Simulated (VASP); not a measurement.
# TePb in VASP: settings compared

Aim: see how the results for TePb move with the level of theory and the settings. Levels: revpbe exchange, lda correlation, PBE+D3(BJ), PBE, PBEsol-based global hybrid with 25 % exact exchange, b88 exchange, pbe correlation. Tasks: single point.

Everything below comes from runs of VASP 6.6.1. Logs are shortened: lines on timing, memory, paths and dates and some standing lists are left out, and cuts for length are marked.

## 1. The cell of the first run

The structure is cubic, space group Fm-3m (No. 225). The conventional cell has a = 6.589 Å, b = 6.589 Å, c = 6.589 Å, α = 90.00°, β = 90.00°, γ = 90.00°. Pb (site symmetry m-3m) has 6 Te at 3.29 Å within 4.3 Å. Within 4.3 Å of Te (site symmetry m-3m) lie 6 Pb at 3.29 Å.

## 2. Single point, revpbe exchange, lda correlation (35.75 Å³/atom)

INCAR reads:

```
SYSTEM = TePb
ALGO     = Normal         ! electronic algorithm
EDIFF    = 1E-6           ! SCF threshold, eV
ENCUT    = 500            ! plane-wave cutoff, eV
GGA      = LIBXC          ! functional
GGA_COMPAT= .False.      
ISIF     = 2              ! what is computed and relaxed
ISMEAR   = 0              ! smearing method
LASPH    = .True.         ! aspherical terms in the spheres
LCHARG   = .False.        ! write CHGCAR
LIBXC1   = GGA_X_PBE_R  
LIBXC2   = LDA_C_PW     
LREAL    = .False.        ! projectors in reciprocal space
LWAVE    = .False.        ! write WAVECAR
NBANDS   = 17             ! bands
NELM     = 120            ! most SCF steps
PREC     = Accurate       ! precision mode
SIGMA    = 0.01           ! smearing width, eV
```

KPOINTS reads:

```
k-points
0
Gamma
  7 7 7
  0 0 0
```

POSCAR reads:

```
TePb
1.0
    0.0000000000      3.2943690292      3.2943690292
    3.2943690292      0.0000000000      3.2943690292
    3.2943690292      3.2943690292      0.0000000000
Pb Te
1 1
Direct
    0.0000000000      0.0000000000      0.0000000000
    0.5000000000      0.5000000000      0.5000000000
```

Potentials or basis: VASP PAW PBE potentials, release 64 (Pb_d, Te).

Run with:

```console
> cat potpaw_PBE.64/Pb_d/POTCAR potpaw_PBE.64/Te/POTCAR > POTCAR
> mpirun -np 1 vasp_std > vasp.out
```

OUTCAR:

```text
SYSTEM = TePb
   EDIFF = 1E-6
   ENCUT = 500
   GGA = LIBXC
   ISIF = 2
   ISMEAR = 0
   LASPH = .True.
   LREAL = .False.
   NELM = 120
   PREC = Accurate

 ion  position               nearest neighbor table
   1  0.000  0.000  0.000-   2 3.29   2 3.29   2 3.29   2 3.29   2 3.29   2 3.29
   2  0.500  0.500  0.500-   1 3.29   1 3.29   1 3.29   1 3.29   1 3.29   1 3.29

  LATTYP: Found a face centered cubic cell.
 ALAT       =     6.5887380584

  Lattice vectors:

 A1 = (   0.0000000000,   3.2943690292,   3.2943690292)
 A2 = (   3.2943690292,   0.0000000000,   3.2943690292)
 A3 = (   3.2943690292,   3.2943690292,   0.0000000000)

Analysis of symmetry for initial positions (statically):
=====================================================================
 Subroutine PRICEL returns:
 Original cell was already a primitive cell.

 Routine SETGRP: Setting up the symmetry group for a
 face centered cubic supercell.

 Subroutine GETGRP returns: Found 48 space group operations
 (whereof 48 operations were pure point group operations)
 out of a pool of 48 trial point group operations.

The static configuration has the point symmetry O_h .

Analysis of symmetry for dynamics (positions and initial velocities):
=====================================================================
 Subroutine PRICEL returns:
 Original cell was already a primitive cell.

 Routine SETGRP: Setting up the symmetry group for a
 face centered cubic supercell.

 Subroutine GETGRP returns: Found 48 space group operations
 (whereof 48 operations were pure point group operations)
 out of a pool of 48 trial point group operations.

The dynamic configuration has the point symmetry O_h .

 Subroutine INISYM returns: Found 48 space group operations
 (whereof 48 operations are pure point group operations),
 and found     1 'primitive' translations

----------------------------------------------------------------------------------------

                                     Primitive cell

  volume of cell :      71.5067

  direct lattice vectors                    reciprocal lattice vectors
     0.000000000  3.294369029  3.294369029    -0.151774132  0.151774132  0.151774132
     3.294369029  0.000000000  3.294369029     0.151774132 -0.151774132  0.151774132
     3.294369029  3.294369029  0.000000000     0.151774132  0.151774132 -0.151774132

  length of vectors
     4.658941361  4.658941361  4.658941361     0.262880508  0.262880508  0.262880508

  position of ions in fractional coordinates (direct lattice)
     0.000000000  0.000000000  0.000000000
     0.500000000  0.500000000  0.500000000

  ion indices of the primitive-cell ions
   primitive index   ion index
                 1           1
                 2           2

----------------------------------------------------------------------------------------

 KPOINTS: k-points

Automatic generation of k-mesh.
 Grid dimensions read from file:
 generate k-points for:    7    7    7

 Generating k-lattice:

  Cartesian coordinates                     Fractional coordinates (reciprocal lattice)
    -0.021682019  0.021682019  0.021682019     0.142857143  0.000000000  0.000000000
     0.021682019 -0.021682019  0.021682019     0.000000000  0.142857143  0.000000000
     0.021682019  0.021682019 -0.021682019     0.000000000  0.000000000  0.142857143

  Length of vectors
     0.037554358  0.037554358  0.037554358

  Shift w.r.t. Gamma in fractional coordinates (k-lattice)
     0.000000000  0.000000000  0.000000000

 Subroutine IBZKPT returns following result:
 ===========================================

 Found     20 irreducible k-points:

 Following reciprocal coordinates:
            Coordinates               Weight
  0.000000  0.000000  0.000000      1.000000
  0.142857  0.000000  0.000000      8.000000
  0.285714  0.000000  0.000000      8.000000
  0.428571  0.000000  0.000000      8.000000
  0.142857  0.142857  0.000000      6.000000
  0.285714  0.142857  0.000000     24.000000
[... 12 lines left out ...]
 -0.428571  0.428571  0.142857     24.000000
 -0.285714  0.428571  0.142857     24.000000
   k-points           NKPTS =     20   k-points in BZ     NKDIM =     20   number of bands    NBANDS=     17
   number of dos      NEDOS =    301   number of ions     NIONS =      2
   total plane-waves  NPLWV =  46656
   dimension x,y,z NGX =    36 NGY =   36 NGZ =   36
   dimension x,y,z NGXF=    72 NGYF=   72 NGZF=   72
   ions per type =               1   1
   NGX,Y,Z   is equivalent  to a cutoff of  12.85, 12.85, 12.85 a.u.
   NGXF,Y,Z  is equivalent  to a cutoff of  25.69, 25.69, 25.69 a.u.
 SYSTEM =  TePb
   PREC   = accura    normal or accurate (medium, high low for compatibility)
   ISTART =      0    job   : 0-new  1-cont  2-samecut
   ICHARG =      2    charge: 1-file 2-atom 10-const
   ISPIN  =      1    spin polarized calculation?
   LNONCOLLINEAR =      F non collinear calculations
   LSORBIT =      F    spin-orbit coupling
   LASPH  =      T    aspherical Exc in radial PAW
   ENCUT  =  500.0 eV  36.75 Ry    6.06 a.u.   8.49  8.49  8.49*2*pi/ulx,y,z
   NELM   =    120;   NELMIN=  2; NELMDL= -5     # of ELM steps
   EDIFF  = 0.1E-05   stopping-criterion for ELM
   LREAL  =      F    real-space projection
   EDIFFG = 0.1E-04   stopping-criterion for IOM
   NSW    =      0    number of steps for IOM
   IBRION =     -1    ionic relax: 0-MD 1-quasi-New 2-CG
   NFREE  =      0    steps in history (QN), initial steepest desc. (CG)
   ISIF   =      2    stress and relaxation
   ISYM   =      2    0-nonsym 1-usesym 2-fastsym
   POTIM  = 0.5000    time-step for ionic-motion
   TEBEG  =    0.0;   TEEND  =   0.0 temperature during run
   PSTRESS=    0.0 pullay stress
   NELECT =      20.0000    total number of electrons
   NUPDOWN=      -1.0000    fix difference up-down
   EMIN   =  10.00;   EMAX   =-10.00  energy-range for DOS
   EFERMI =   0.00;   METHOD = LEGACY
   ISMEAR =     0;   SIGMA  =   0.01  broadening in eV -4-tet -1-fermi 0-gaus
   EFERMI_NEDOS =   21; number of points for ismear=-14 and -15
   IALGO  =     38    algorithm
   IMIX   =      4    mixing-type and parameters
     AMIX     =   0.40;   BMIX     =  1.00
     AMIX_MAG =   1.60;   BMIX_MAG =  1.00
  volume/ion in A,a.u.               =      35.75       241.28
  Fermi-wavevector in a.u.,A,eV,Ry     =   1.070621  2.023181 15.595408  1.146230
  Thomas-Fermi vector in A             =   2.206337
   LORBIT       =      0    0 simple, 1 ext, 2 COOP (PROOUT), +10 PAW based schemes
   GGA     = LIBXC    functional components
   LHFCALC =     F    Hartree Fock is set to
   AEXX    =    0.0000 exact exchange contribution
   IVDW    =     0    specifies the selected vdW correction
   LEPSILON=     F    determine dielectric tensor
   LRPA    =     F    only Hartree local field effects (RPA)
 non-spin polarized calculation
 Gauss-broadening in eV      SIGMA  =   0.01
  energy-cutoff  :      500.00
  volume of cell :       71.51
 maximum number of plane-waves:      1837
 NGX is ok and might be reduce to    36
   NGX = 17   NGY = 17   NGZ = 17

 number of electron      19.9999998 magnetization

 Free energy of the ion-electron system (eV)
  ---------------------------------------------------
  ext. energy  EPLUGINS =         0.00000000
  ---------------------------------------------------
  free energy    TOTEN  =        -5.44359080 eV

  energy without entropy =       -5.44359080  energy(sigma->0) =       -5.44359080

 E-fermi :   5.0431     XC(G=0):  -8.6274

 val. band max:        4.9395154087   @ k =   0.4286   0.0000   0.0000
 cond. band min:       6.2351635817   @ k =   0.4286   0.0000   0.0000
 fundamental gap:      1.2956481730
 Fermi energy:         5.0430651318

 k-point     1 :       0.0000    0.0000    0.0000
  band No.  band energies     occupation
      1     -11.8912      2.00000
      2     -11.8912      2.00000
      3     -11.8878      2.00000
      4     -11.8878      2.00000
      5     -11.8878      2.00000
      6      -6.5313      2.00000
[... 9 lines left out ...]
     16      11.2895      0.00000
     17      13.0379      0.00000

 k-point     2 :       0.1429    0.0000    0.0000
  band No.  band energies     occupation
      1     -11.8930      2.00000
      2     -11.8930      2.00000
      3     -11.8873      2.00000
      4     -11.8857      2.00000
      5     -11.8857      2.00000
      6      -6.3739      2.00000
[... 9 lines left out ...]
     16      11.6356      0.00000
     17      14.1039      0.00000

 k-point     3 :       0.2857    0.0000    0.0000
  band No.  band energies     occupation
      1     -11.8976      2.00000
      2     -11.8976      2.00000
      3     -11.8863      2.00000
      4     -11.8802      2.00000
      5     -11.8802      2.00000
      6      -5.9320      2.00000
[... 9 lines left out ...]
     16      12.5903      0.00000
     17      16.0016      0.00000

 k-point     4 :       0.4286    0.0000    0.0000
  band No.  band energies     occupation
      1     -11.9013      2.00000
      2     -11.9013      2.00000
      3     -11.8856      2.00000
      4     -11.8757      2.00000
      5     -11.8757      2.00000
      6      -5.3816      2.00000
[... 9 lines left out ...]
     16      13.9903      0.00000
     17      15.2325      0.00000
[... 263 lines left out ...]
      1     -11.9124      2.00000
      2     -11.8951      2.00000
      3     -11.8841      2.00000
      4     -11.8785      2.00000
      5     -11.8733      2.00000
      6      -5.1610      2.00000
[... 9 lines left out ...]
     16      14.7010      0.00000
     17      15.5747      0.00000

 k-point    19 :      -0.4286    0.4286    0.1429
  band No.  band energies     occupation
      1     -11.9234      2.00000
      2     -11.8897      2.00000
      3     -11.8886      2.00000
      4     -11.8745      2.00000
      5     -11.8703      2.00000
      6      -5.0887      2.00000
[... 9 lines left out ...]
     16      15.2846      0.00000
     17      16.1131      0.00000

 k-point    20 :      -0.2857    0.4286    0.1429
  band No.  band energies     occupation
      1     -11.9192      2.00000
      2     -11.8924      2.00000
      3     -11.8843      2.00000
      4     -11.8794      2.00000
      5     -11.8704      2.00000
      6      -4.9768      2.00000
[... 9 lines left out ...]
     16      15.5858      0.00000
     17      15.8700      0.00000

------------------------ aborting loop because EDIFF is reached ----------------------------------------

  FORCE on cell =-STRESS in cart. coord.  units (eV):
  Direction    XX          YY          ZZ          XY          YZ          ZX
  --------------------------------------------------------------------------------------
  -------------------------------------------------------------------------------------
  Total        2.3009936      2.3009936      2.3009936      0.0000000      0.0000000      0.0000000
  in kB       51.5560051     51.5560051     51.5560051      0.0000000      0.0000000      0.0000000
  external PRESSURE =      51.5560051 kB  Pullay stress =       0.0000000 kB

 VOLUME and BASIS-vectors are now :
 -----------------------------------------------------------------------------
  energy-cutoff  :      500.00
  volume of cell :       71.51
      direct lattice vectors                 reciprocal lattice vectors
     0.000000000  3.294369029  3.294369029    -0.151774132  0.151774132  0.151774132
     3.294369029  0.000000000  3.294369029     0.151774132 -0.151774132  0.151774132
     3.294369029  3.294369029  0.000000000     0.151774132  0.151774132 -0.151774132

 POSITION                                       TOTAL-FORCE (eV/Angst)
 -----------------------------------------------------------------------------------
      0.00000      0.00000      0.00000        -0.000000      0.000000     -0.000000
      3.29437      3.29437      3.29437         0.000000      0.000000      0.000000
 -----------------------------------------------------------------------------------
    total drift:                               -0.000000      0.000000      0.000000

  FREE ENERGIE OF THE ION-ELECTRON SYSTEM (eV)
  ---------------------------------------------------
  free  energy   TOTEN  =        -5.4435907993 eV

  energy  without entropy=       -5.4435907993  energy(sigma->0) =       -5.44359080
```

It took 27 s on 1 thread of AMD EPYC 7R43 (Zen 3), shared host; peak memory 0.17 GiB.

Results:

```yaml
Free_energy: -5.4436 eV
Pressure: 5.2 GPa
```

Caveat: this odd mesh misses L, so gap, dielectric constants and Born charges aren't listed; the cell stands under pressure; the PAW data sets were made with another functional, which shifts forces and pressure a little; spin-orbit coupling is left out, which moves the levels of the heavy elements.

## 3. Single point, PBE+D3(BJ), collinear spin, zero start

This run uses another cell than the first one, of 33.73 Å³/atom.

INCAR reads:

```
SYSTEM = TePb
ALGO = Normal
EDIFF = 1E-6
ENCUT = 500
GGA = PE
GGA_COMPAT = .False.
ISIF = 2
ISMEAR = 1
ISPIN = 2
IVDW = 12
LASPH = .True.
LCHARG = .False.
LORBIT = 11
LREAL = .False.
LWAVE = .False.
MAGMOM = 0 0
NBANDS = 21
NELM = 200
PREC = Accurate
SIGMA = 0.1
```

KPOINTS is that of step 2.

POSCAR reads:

```
TePb
1.0
    0.0000000000      3.2310000000      3.2310000000
    3.2310000000      0.0000000000      3.2310000000
    3.2310000000      3.2310000000      0.0000000000
Pb Te
1 1
Direct
    0.0000000000      0.0000000000      0.0000000000
    0.5000000000      0.5000000000      0.5000000000
```

Potentials or basis: VASP PAW PBE potentials, release 64 (Pb_d, Te).

Run with:

```console
> cat potpaw_PBE.64/Pb_d/POTCAR potpaw_PBE.64/Te/POTCAR > POTCAR
> mpirun -np 1 vasp_std > vasp.out
```

It took 26 s on 1 thread of Intel Xeon 6975P-C (Granite Rapids), shared host; peak memory 0.26 GiB.

It converged, with:

```yaml
Free_energy: -8.3071 eV
Pressure: 0.1 GPa
Net_moment: 0.00 μB per cell
Valence_electrons_inside_the_program's_atomic_spheres: Pb 11.87; Te 3.40
Dispersion_energy_per_atom: -0.402 eV
```

Levels at points of the mesh, in eV from the Fermi level:
Spin up:
```tsv
k point	band 8	band 9	band 10	band 11	band 12	band 13
(0.00, 0.00, 0.00)	-1.32	-1.32	-1.32	4.11	4.11	4.11
```
Spin down:
| k point | band 8 | band 9 | band 10 | band 11 | band 12 | band 13 |
| --- | --- | --- | --- | --- | --- | --- |
| (0.00, 0.00, 0.00) | -1.32 | -1.32 | -1.32 | 4.11 | 4.11 | 4.11 |

Caveat: this odd mesh misses L, so gap, dielectric constants and Born charges aren't listed; spin-orbit coupling is left out, which moves the levels of the heavy elements.

## 4. Single point, PBE (atoms moved at random)

INCAR reads:

```
PREC = Accurate
ENCUT = 450
EDIFF = 1E-7
ISMEAR = 0
SIGMA = 0.02
LREAL = False
LASPH = True
ALGO = Normal
NELM = 100
ISIF = 2
LWAVE = False
LCHARG = False
```

KPOINTS reads:

```
k-points
0
Gamma
  6 6 6
```

POSCAR reads:

```
TePb
1.0
    0.0000000000      3.2310000000      3.2310000000
    3.2310000000      0.0000000000      3.2310000000
    3.2310000000      3.2310000000      0.0000000000
Pb Te
1 1
Direct
   -0.0014010000      0.0053550000     -0.0009410000
    0.5070250000      0.4934680000      0.5030170000
```

Run with:

```console
> cat potpaw_PBE.64/Pb_d/POTCAR potpaw_PBE.64/Te/POTCAR > POTCAR
> mpirun -np 1 vasp_std > vasp.out
```

It took 68 s on 1 thread of Intel Xeon Platinum 8488C (Sapphire Rapids), shared host; peak memory 0.24 GiB.

It converged, with:

```yaml
Free_energy: -7.5018 eV
Pressure: 2.2 GPa
Largest_force: 0.025 eV/Å
Band_gap_on_the_k_mesh: 0.74 eV
```

Forces in eV/Å, atoms in the order of the input:
```
Pb  -0.013  0.020 -0.005
Te   0.013 -0.020  0.005
```

Levels at points of the mesh, in eV from the valence-band top:
```csv
k point,band 8,band 9,band 10,band 11,band 12,band 13
"(0.00, 0.00, 0.00)",-1.35,-1.35,-1.34,4.06,4.07,4.08
"(0.50, 0.00, 0.00)",-0.90,-0.89,-0.01,0.74,1.27,1.28
"(0.00, 0.50, 0.00)",-0.90,-0.89,-0.01,0.75,1.27,1.28
"(0.00, 0.00, 0.50)",-0.90,-0.89,0.00,0.74,1.28,1.28
"(0.50, 0.50, 0.50)",-0.90,-0.90,0.00,0.74,1.28,1.28
"(0.50, 0.50, 0.00)",-4.50,-2.80,-2.80,3.28,5.48,5.49
"(0.00, 0.50, 0.50)",-4.50,-2.80,-2.80,3.28,5.48,5.49
"(0.50, 0.00, 0.50)",-4.49,-2.80,-2.80,3.29,5.48,5.48
```

Caveat: the cell differs from its parent crystal (atoms moved at random); spin-orbit coupling is left out, which moves the levels of the heavy elements. A k mesh can miss the band edges.

## 5. Single point, PBEsol-based global hybrid with 25 % exact exchange

This run uses another cell than the first one, of 33.73 Å³/atom.

POSCAR reads:

```
TePb
1.0
    0.0000000000      3.2310000000      3.2310000000
    3.2310000000      0.0000000000      3.2310000000
    3.2310000000      3.2310000000      0.0000000000
Pb Te
1 1
Direct
    0.0000000000      0.0000000000      0.0000000000
    0.5000000000      0.5000000000      0.5000000000
```

INCAR.step1 reads:

```
ALGO = Normal
EDIFF = 1E-5
ENCUT = 520
GGA = PE
ISIF = 2
ISMEAR = -1
LASPH = T
LCHARG = F
LREAL = F
LWAVE = T
NBANDS = 17
NELM = 100
PREC = Accurate
SIGMA = 0.05
```

INCAR.step2 reads:

```
AEXX = 0.25
ALGO = Normal
EDIFF = 1E-7
ENCUT = 520
GGA = PS
ISIF = 2
ISMEAR = -1
ISTART = 1
LASPH = T
LCHARG = F
LHFCALC = T
LREAL = F
LWAVE = F
NBANDS = 17
NELM = 100
PREC = Accurate
PRECFOCK = Normal
SIGMA = 0.05
```

KPOINTS reads:

```
k-points
0
Gamma
  4 4 4
```

Run with:

```console
> cat potpaw_PBE.64/Pb_d/POTCAR potpaw_PBE.64/Te/POTCAR > POTCAR
> cp INCAR.step1 INCAR
> mpirun -np 1 vasp_std > vasp.out
> cp INCAR.step2 INCAR
> mpirun -np 1 vasp_std > vasp.out
```

Wall time 34 min (1 thread of AMD EPYC 7R43 (Zen 3), shared host); peak memory 0.19 GiB.

The run converged. Its results:

```yaml
Free_energy: -10.5262 eV
Pressure: -0.9 GPa
Band_gap_on_the_k_mesh: 1.67 eV
```

Levels at points of the mesh, in eV from the valence-band top:
| k point | band 8 | band 9 | band 10 | band 11 | band 12 | band 13 |
| --- | --- | --- | --- | --- | --- | --- |
| (0.00, 0.00, 0.00) | -1.61 | -1.61 | -1.61 | 5.44 | 5.44 | 5.44 |
| (0.50, 0.00, 0.00) | -1.11 | -1.11 | 0.00 | 1.67 | 2.27 | 2.27 |
| (0.50, 0.50, 0.00) | -5.20 | -3.25 | -3.25 | 4.32 | 6.97 | 6.97 |

Caveat: the k points lie up to 0.42 Å⁻¹ apart; the PAW data sets were made with another functional, which shifts forces and pressure a little; spin-orbit coupling is left out, which moves the levels of the heavy elements.

(Continued in part 2 of 2.)
